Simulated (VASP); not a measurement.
# GaP (I-4m2) in VASP: notebook

The runs below take GaP through single point, with PBE, r2SCAN.

All numbers are computed with VASP 6.6.1; they aren't measurements. Logs are shortened: lines on timing, memory, paths and dates and some standing lists are left out, and cuts for length are marked.

## 1. The cell of the first run

It takes space group I-4m2 (No. 119, tetragonal). Conventional cell: a = 3.854 Å, b = 3.854 Å, c = 5.150 Å, α = 90.00°, β = 90.00°, γ = 90.00°. Within 3.1 Å of Ga (site symmetry -4m2) lie 4 P at 2.32 Å. P (site symmetry -4m2) has 4 Ga at 2.32 Å within 3.1 Å.

## 2. Single point, PBE (uniaxial x strain -5.5%)

File INCAR:

```
SYSTEM = GaP
ALGO = Normal
EDIFF = 1E-6
ENCUT = 520
GGA = PE
ISIF = 2
ISMEAR = -1
LASPH = .True.
LCHARG = .False.
LREAL = .False.
LWAVE = .False.
NBANDS = 16
NELM = 60
PREC = Accurate
SIGMA = 0.02
```

File KPOINTS:

```
k-points
0
Gamma
  8 8 8
  0 0 0
```

File POSCAR:

```
GaP
1.0
    0.0000000000      2.7254102088      2.7254102088
    2.5749675653      0.0000000000      2.7254102088
    2.5749675653      2.7254102088      0.0000000000
Ga P
1 1
Direct
    0.0000000000      0.0000000000      0.0000000000
    0.2500000000      0.2500000000      0.2500000000
```

Potentials or basis: VASP PAW PBE potentials, release 64 (Ga_d, P).

Launch:

```console
cat potpaw_PBE.64/Ga_d/POTCAR potpaw_PBE.64/P/POTCAR > POTCAR
mpirun -np 1 vasp_std > vasp.out
```

OUTCAR:

```text
SYSTEM = GaP
   EDIFF = 1E-6
   ENCUT = 520
   GGA = PE
   ISIF = 2
   ISMEAR = -1
   LASPH = .True.
   LREAL = .False.
   NELM = 60
   PREC = Accurate

 ion  position               nearest neighbor table
   1  0.000  0.000  0.000-   2 2.32   2 2.32   2 2.32   2 2.32
   2  0.250  0.250  0.250-   1 2.32   1 2.32   1 2.32   1 2.32

  LATTYP: Found a body centered tetragonal cell.
 ALAT       =     3.8543120803
 C/A-ratio  =     1.3361489737

  Lattice vectors:

 A1 = (  -2.5749675653,   0.0000000000,  -2.7254102088)
 A2 = (  -2.5749675653,   0.0000000000,   2.7254102088)
 A3 = (   2.5749675653,   2.7254102088,   0.0000000000)

Analysis of symmetry for initial positions (statically):
=====================================================================
 Subroutine PRICEL returns:
 Original cell was already a primitive cell.

 Routine SETGRP: Setting up the symmetry group for a
 body centered tetragonal supercell.

 Subroutine GETGRP returns: Found  8 space group operations
 (whereof  8 operations were pure point group operations)
 out of a pool of 16 trial point group operations.

The static configuration has the point symmetry D_2d.

Analysis of symmetry for dynamics (positions and initial velocities):
=====================================================================
 Subroutine PRICEL returns:
 Original cell was already a primitive cell.

 Routine SETGRP: Setting up the symmetry group for a
 body centered tetragonal supercell.

 Subroutine GETGRP returns: Found  8 space group operations
 (whereof  8 operations were pure point group operations)
 out of a pool of 16 trial point group operations.

The dynamic configuration has the point symmetry D_2d.

 Subroutine INISYM returns: Found  8 space group operations
 (whereof  8 operations are pure point group operations),
 and found     1 'primitive' translations

----------------------------------------------------------------------------------------

                                     Primitive cell

  volume of cell :      38.2530

  direct lattice vectors                    reciprocal lattice vectors
     0.000000000  2.725410209  2.725410209    -0.194177203  0.183458622  0.183458622
     2.574967565  0.000000000  2.725410209     0.194177203 -0.183458622  0.183458622
     2.574967565  2.725410209  0.000000000     0.194177203  0.183458622 -0.183458622

  length of vectors
     3.854312080  3.749442461  3.749442461     0.324066224  0.324066224  0.324066224

  position of ions in fractional coordinates (direct lattice)
     0.000000000  0.000000000  0.000000000
     0.250000000  0.250000000  0.250000000

  ion indices of the primitive-cell ions
   primitive index   ion index
                 1           1
                 2           2

----------------------------------------------------------------------------------------

 KPOINTS: k-points

Automatic generation of k-mesh.
 Grid dimensions read from file:
 generate k-points for:    8    8    8

 Generating k-lattice:

  Cartesian coordinates                     Fractional coordinates (reciprocal lattice)
    -0.024272150  0.022932328  0.022932328     0.125000000  0.000000000  0.000000000
     0.024272150 -0.022932328  0.022932328     0.000000000  0.125000000  0.000000000
     0.024272150  0.022932328 -0.022932328     0.000000000  0.000000000  0.125000000

  Length of vectors
     0.040508278  0.040508278  0.040508278

  Shift w.r.t. Gamma in fractional coordinates (k-lattice)
     0.000000000  0.000000000  0.000000000

 Subroutine IBZKPT returns following result:
 ===========================================

 Found     59 irreducible k-points:

 Following reciprocal coordinates:
            Coordinates               Weight
  0.000000  0.000000  0.000000      1.000000
  0.125000 -0.000000 -0.000000      8.000000
  0.250000 -0.000000 -0.000000      8.000000
  0.375000  0.000000  0.000000      8.000000
  0.500000 -0.000000 -0.000000      4.000000
  0.125000  0.125000  0.000000      4.000000
[... 16 lines left out ...]
  0.250000  0.125000  0.125000      4.000000
  0.375000  0.125000  0.125000      8.000000
 [... further k-points ...]
   k-points           NKPTS =     59   k-points in BZ     NKDIM =     59   number of bands    NBANDS=     16
   number of dos      NEDOS =    301   number of ions     NIONS =      2
   total plane-waves  NPLWV =  23520
   dimension x,y,z NGX =    30 NGY =   28 NGZ =   28
   dimension x,y,z NGXF=    60 NGYF=   56 NGZF=   56
   ions per type =               1   1
   NGX,Y,Z   is equivalent  to a cutoff of  12.94, 12.41, 12.41 a.u.
   NGXF,Y,Z  is equivalent  to a cutoff of  25.88, 24.83, 24.83 a.u.
 SYSTEM =  GaP
   PREC   = accura    normal or accurate (medium, high low for compatibility)
   ISTART =      0    job   : 0-new  1-cont  2-samecut
   ICHARG =      2    charge: 1-file 2-atom 10-const
   ISPIN  =      1    spin polarized calculation?
   LNONCOLLINEAR =      F non collinear calculations
   LSORBIT =      F    spin-orbit coupling
   LASPH  =      T    aspherical Exc in radial PAW
   ENCUT  =  520.0 eV  38.22 Ry    6.18 a.u.   7.17  6.97  6.97*2*pi/ulx,y,z
   NELM   =     60;   NELMIN=  2; NELMDL= -5     # of ELM steps
   EDIFF  = 0.1E-05   stopping-criterion for ELM
   LREAL  =      F    real-space projection
   EDIFFG = 0.1E-04   stopping-criterion for IOM
   NSW    =      0    number of steps for IOM
   IBRION =     -1    ionic relax: 0-MD 1-quasi-New 2-CG
   NFREE  =      0    steps in history (QN), initial steepest desc. (CG)
   ISIF   =      2    stress and relaxation
   ISYM   =      2    0-nonsym 1-usesym 2-fastsym
   POTIM  = 0.5000    time-step for ionic-motion
   TEBEG  =    0.0;   TEEND  =   0.0 temperature during run
   PSTRESS=    0.0 pullay stress
   NELECT =      18.0000    total number of electrons
   NUPDOWN=      -1.0000    fix difference up-down
   EMIN   =  10.00;   EMAX   =-10.00  energy-range for DOS
   EFERMI =   0.00;   METHOD = LEGACY
   ISMEAR =    -1;   SIGMA  =   0.02  broadening in eV -4-tet -1-fermi 0-gaus
   EFERMI_NEDOS =   21; number of points for ismear=-14 and -15
   IALGO  =     38    algorithm
   IMIX   =      4    mixing-type and parameters
     AMIX     =   0.40;   BMIX     =  1.00
     AMIX_MAG =   1.60;   BMIX_MAG =  1.00
  volume/ion in A,a.u.               =      19.13       129.07
  Fermi-wavevector in a.u.,A,eV,Ry     =   1.273338  2.406261 22.060359  1.621391
  Thomas-Fermi vector in A             =   2.406167
   LORBIT       =      0    0 simple, 1 ext, 2 COOP (PROOUT), +10 PAW based schemes
   GGA     = PE    functional components
[... 5 lines left out ...]
 non-spin polarized calculation
  energy-cutoff  :      520.00
  volume of cell :       38.25
 maximum number of plane-waves:      1050
 NGX is ok and might be reduce to    30
   NGX = 15   NGY = 13   NGZ = 13

 number of electron      17.9999997 magnetization

 Free energy of the ion-electron system (eV)
  ---------------------------------------------------
  ext. energy  EPLUGINS =         0.00000000
  ---------------------------------------------------
  free energy    TOTEN  =        -9.02718610 eV

  energy without entropy =       -9.02718610  energy(sigma->0) =       -9.02718610

 E-fermi :   5.8596     XC(G=0): -10.0972

 val. band max:        5.4494047662   @ k =   0.0000   0.0000   0.0000
 cond. band min:       6.4444208507   @ k =   0.0000   0.3750   0.3750
 fundamental gap:      0.9950160845
 Fermi energy:         5.8596056729

 k-point     1 :       0.0000    0.0000    0.0000
  band No.  band energies     occupation
      1      -9.4175      2.00000
      2      -9.4175      2.00000
      3      -9.4006      2.00000
      4      -9.2995      2.00000
      5      -9.2915      2.00000
      6      -7.6766      2.00000
[... 8 lines left out ...]
     15      14.5914      0.00000
     16      15.5699      0.00000

 k-point     2 :       0.1250   -0.0000   -0.0000
  band No.  band energies     occupation
      1      -9.4316      2.00000
      2      -9.4118      2.00000
      3      -9.3994      2.00000
      4      -9.3000      2.00000
      5      -9.2909      2.00000
      6      -7.4578      2.00000
[... 8 lines left out ...]
     15      14.6855      0.00000
     16      15.3151      0.00000

 k-point     3 :       0.2500   -0.0000   -0.0000
  band No.  band energies     occupation
      1      -9.4687      2.00000
      2      -9.3998      2.00000
      3      -9.3890      2.00000
      4      -9.2999      2.00000
      5      -9.2874      2.00000
      6      -6.8388      2.00000
[... 8 lines left out ...]
     15      14.2986      0.00000
     16      15.5189      0.00000

 k-point     4 :       0.3750    0.0000    0.0000
  band No.  band energies     occupation
      1      -9.5017      2.00000
      2      -9.3909      2.00000
      3      -9.3801      2.00000
      4      -9.2971      2.00000
      5      -9.2805      2.00000
      6      -5.9664      2.00000
[... 8 lines left out ...]
     15      15.7083      0.00000
     16      15.7963      0.00000

 k-point     5 :       0.5000   -0.0000   -0.0000
  band No.  band energies     occupation
      1      -9.5143      2.00000
      2      -9.3882      2.00000
      3      -9.3774      2.00000
      4      -9.2951      2.00000
      5      -9.2766      2.00000
      6      -5.4159      2.00000
[... 8 lines left out ...]
     15      16.8401      0.00000
     16      17.3989      0.00000

 k-point     6 :       0.1250    0.1250    0.0000
  band No.  band energies     occupation
      1      -9.4452      2.00000
      2      -9.4057      2.00000
      3      -9.3912      2.00000
      4      -9.2999      2.00000
      5      -9.2916      2.00000
      6      -7.3960      2.00000
[... 8 lines left out ...]
     15      15.3337      0.00000
     16      15.6969      0.00000
[... 267 lines left out ...]
 k-point    21 :       0.5000    0.5000    0.0000
  band No.  band energies     occupation
      1      -9.5518      2.00000
      2      -9.3363      2.00000
      3      -9.3350      2.00000
      4      -9.3304      2.00000
      5      -9.2725      2.00000
      6      -4.5360      2.00000
[... 8 lines left out ...]
     15      17.6348      0.00000
     16      18.5588      0.00000

 k-point    22 :       0.0000    0.1250    0.1250
  band No.  band energies     occupation
      1      -9.4320      2.00000
      2      -9.4062      2.00000
      3      -9.4062      2.00000
      4      -9.3061      2.00000
      5      -9.2868      2.00000
      6      -7.3653      2.00000
[... 8 lines left out ...]
     15      14.8690      0.00000
     16      15.8186      0.00000

 k-point    23 :       0.2500    0.1250    0.1250
  band No.  band energies     occupation
      1      -9.4569      2.00000
      2      -9.4051      2.00000
      3      -9.3866      2.00000
      4      -9.2967      2.00000
      5      -9.2934      2.00000
      6      -7.1245      2.00000
[... 8 lines left out ...]
     15      14.5897      0.00000
     16      16.4693      0.00000

 k-point    24 :       0.3750    0.1250    0.1250
  band No.  band energies     occupation
      1      -9.4870      2.00000
      2      -9.3919      2.00000
      3      -9.3791      2.00000
      4      -9.2960      2.00000
      5      -9.2910      2.00000
      6      -6.4201      2.00000
[... 8 lines left out ...]
     15      15.8107      0.00000
     16      17.0665      0.00000

 [... further k-points ...]
[... 5 lines left out ...]
  --------------------------------------------------------------------------------------
  -------------------------------------------------------------------------------------
  Total        2.4756446      1.5940202      1.5940202      0.0000000      0.0000000     -0.0000000
  in kB      103.6891617     66.7634687     66.7634687      0.0000000      0.0000000     -0.0000000
  external PRESSURE =      79.0720331 kB  Pullay stress =       0.0000000 kB

 VOLUME and BASIS-vectors are now :
 -----------------------------------------------------------------------------
  energy-cutoff  :      520.00
  volume of cell :       38.25
      direct lattice vectors                 reciprocal lattice vectors
     0.000000000  2.725410209  2.725410209    -0.194177203  0.183458622  0.183458622
     2.574967565  0.000000000  2.725410209     0.194177203 -0.183458622  0.183458622
     2.574967565  2.725410209  0.000000000     0.194177203  0.183458622 -0.183458622

 POSITION                                       TOTAL-FORCE (eV/Angst)
 -----------------------------------------------------------------------------------
      0.00000      0.00000      0.00000         0.000000      0.000000      0.000000
      1.28748      1.36271      1.36271        -0.000000     -0.000000     -0.000000
 -----------------------------------------------------------------------------------
    total drift:                               -0.000005     -0.000001     -0.000001

  FREE ENERGIE OF THE ION-ELECTRON SYSTEM (eV)
  ---------------------------------------------------
  free  energy   TOTEN  =        -9.0271860974 eV

  energy  without entropy=       -9.0271860974  energy(sigma->0) =       -9.02718610
```

It took 19 s on 1 thread of Intel Xeon Platinum 8559C (Emerald Rapids), shared host; peak memory 0.17 GiB.

Results:

- Free energy: -9.0272 eV
- Pressure: 7.9 GPa
- Band gap on the k mesh: 0.99 eV, indirect (least direct gap 2.08 eV)

Levels at points of the mesh, in eV from the valence-band top:
```tsv
k point	band 5	band 6	band 7	band 8	band 9	band 10	band 11	band 12	band 13	band 14
(0.00, 0.00, 0.00)	-14.74	-13.13	-0.30	-0.30	0.00	2.08	3.61	3.73	3.73	8.84
(0.50, 0.00, 0.00)	-14.73	-10.87	-7.16	-1.64	-1.17	1.57	4.28	4.83	8.22	10.97
(0.50, 0.50, 0.00)	-14.72	-9.99	-7.35	-2.96	-2.91	1.48	1.76	10.57	10.66	11.27
(0.00, 0.50, 0.50)	-14.71	-9.71	-6.96	-3.35	-3.35	1.07	1.19	10.78	10.78	11.85
```

Caveat: the cell differs from its parent crystal (uniaxial x strain -5.5%). A k mesh can miss the band edges.

[end of part 1 of 2]
